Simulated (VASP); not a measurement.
# MgTeSe3: relaxation of cell and atoms with PBE

The system is MgTeSe3.

```xyz
5
Lattice="3.7868 2.1863 3.8063 -3.7868 2.1863 3.8063 0.0000 -4.3726 3.8063" Properties=species:S:1:pos:R:3 pbc="T T T"
Mg    0.0000    0.0000    9.7983
Te    0.0000    0.0000    5.8514
Se    0.0000    2.2126    4.5960
Se    1.9162   -1.1063    4.5960
Se   -1.9162   -1.1063    4.5960
```

| Property | Result |
| --- | --- |
| Program | VASP 6.6.1 |
| Task | relaxation of cell and atoms |
| Functional | PBE |
| Potentials or basis | VASP PAW PBE potentials, release 64 (Mg, Te, Se) |
| Cutoff | 600 eV |
| k mesh | 6 × 6 × 6 |
| Occupations | gaussian, width 0.01 eV |
| Spin | no spin polarisation |
| Dipole correction | no |
| Further INCAR settings | ALGO = Normal; EDIFF = 1e-06; IBRION = 2; EDIFFG = -0.01; NSW = 100; ISIF = 3 |

```json
{
 "Relaxed volume": "37.81 Å³/atom",
 "Relaxed cell": "a = 5.796 Å, b = 5.796 Å, c = 5.796 Å, α = 81.60°, β = 81.60°, γ = 81.60°",
 "Space group after relaxing (to 0.05 Å)": "R3m (No. 160)",
 "Energy gained by relaxing": "0.0 meV/atom",
 "Ionic steps": "4",
 "Pressure after relaxing": "0.0 GPa",
 "Largest force after relaxing": "0.006 eV/Å",
 "Band gap on the k mesh": "0.09 eV, indirect (least direct gap 0.26 eV)"
}
```

Forces in eV/Å, atoms in the order of the input:
```
Mg   0.000  0.000 -0.004
Te   0.000  0.000  0.006
Se   0.000 -0.006 -0.001
Se  -0.005  0.003 -0.001
Se   0.005  0.003 -0.001
```

Final structure:
```cif
data_structure
_symmetry_space_group_name_H-M 'P 1'
_symmetry_Int_Tables_number 1
_cell_length_a 5.7963
_cell_length_b 5.7963
_cell_length_c 5.7963
_cell_angle_alpha 81.597
_cell_angle_beta 81.597
_cell_angle_gamma 81.597
_cell_volume 189.03
loop_
_atom_site_label
_atom_site_type_symbol
_atom_site_fract_x
_atom_site_fract_y
_atom_site_fract_z
_atom_site_occupancy
Mg1 Mg 0.85788 0.85788 0.85788 1
Te1 Te 0.51262 0.51262 0.51262 1
Se1 Se 0.57125 0.57125 0.06501 1
Se2 Se 0.57125 0.06501 0.57125 1
Se3 Se 0.06501 0.57125 0.57125 1
```

Levels at points of the mesh, in eV from the valence-band top:
```tsv
k point	band 11	band 12	band 13	band 14	band 15	band 16
(0.00, 0.00, 0.00)	-0.91	-0.91	-0.25	1.37	1.76	3.38
(0.50, 0.00, 0.00)	-1.32	-1.21	-0.55	1.13	2.37	2.78
(0.50, 0.50, 0.00)	-1.36	-0.92	-0.27	0.53	1.20	2.52
(0.50, 0.50, 0.50)	-0.58	-0.58	-0.35	0.09	0.60	0.60
```

Wall time 3.7 min on 1 thread of Intel(R) Xeon(R) Platinum 8488C (Sapphire Rapids), with other jobs on the host, peak memory 0.43 GiB.

Caveat: spin-orbit coupling is left out, which moves the levels of the heavy elements. A k mesh can miss the band edges.
